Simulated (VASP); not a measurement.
Runs of VASP 6.6.1 on SrO. The structure is that of space group F-43m (No. 216), or close to it. The cells are those of the table. 

| task | level | potentials or basis | spin | cell | k mesh | cutoff (eV) | smearing | gap on the mesh (eV) | pressure (GPa) | relaxed volume (Å³/atom) |
| --- | --- | --- | --- | --- | --- | --- | --- | --- | --- | --- |
| dielectric tensor | PBE | VASP PAW PBE potentials, release 64 (Sr_sv, O) | off | a = 3.949 Å, angles 60.0°, 2 atoms | 6 × 6 × 6 | 520 | gaussian 0.01 eV | 2.53 | - | - |
| relaxation of cell and atoms | PBE | VASP PAW PBE potentials, release 64 (Sr_sv, O) | off | relaxed from a = 3.896 Å, angles 60.0°, 2 atoms | 8 × 8 × 8 | 600 | fermi-dirac 0.02 eV | 2.47 | 0.0 | 22.25 |
| single point | PBE | VASP PAW PBE potentials, release 64 (Sr_sv, O) | off | a = 3.969 Å, angles 60.0°, 2 atoms | 8 × 8 × 8 | 520 | fermi-dirac 0.02 eV | 2.49 | 0.5 | - |
| single point | r2SCAN | VASP PAW PBE potentials, release 64 (Sr_sv, O) | off | a = 3.949 Å, angles 60.0°, 2 atoms | 8 × 8 × 8 | 520 | fermi-dirac 0.02 eV | (a) | 0.5 | - |
| single point | LDA | VASP PAW LDA potentials, release 64 (Sr_sv, O) | off | a = 3.949 Å, angles 60.0°, 2 atoms | 8 × 8 × 8 | 520 | gaussian 0.01 eV | (b) | -3.3 | - |
| relaxation of cell and atoms | r2SCAN | VASP PAW PBE potentials, release 64 (Sr_sv, O) | off | relaxed from a = 3.969 Å, angles 60.0°, 2 atoms | 8 × 8 × 8 | 600 | fermi-dirac 0.02 eV | 2.89 | 0.0 | 21.89 |
| single point | PBE | VASP PAW PBE potentials, release 64 (Sr_sv, O) | non-collinear, zero start, SOC | a = 3.949 Å, angles 60.0°, 2 atoms | 8 × 8 × 8 | 520 | gaussian 0.01 eV | - | 1.4 | - |

Problem. Fill in the values left out.

Solution. (a) 2.90; (b) 2.31.

Caveats: the PAW data sets were made with another functional, which shifts forces and pressure a little (at least some runs); the cell stands under tension (at least some runs).

A k mesh can miss the band edges, and rows without SOC leave out spin-orbit coupling on Sr.
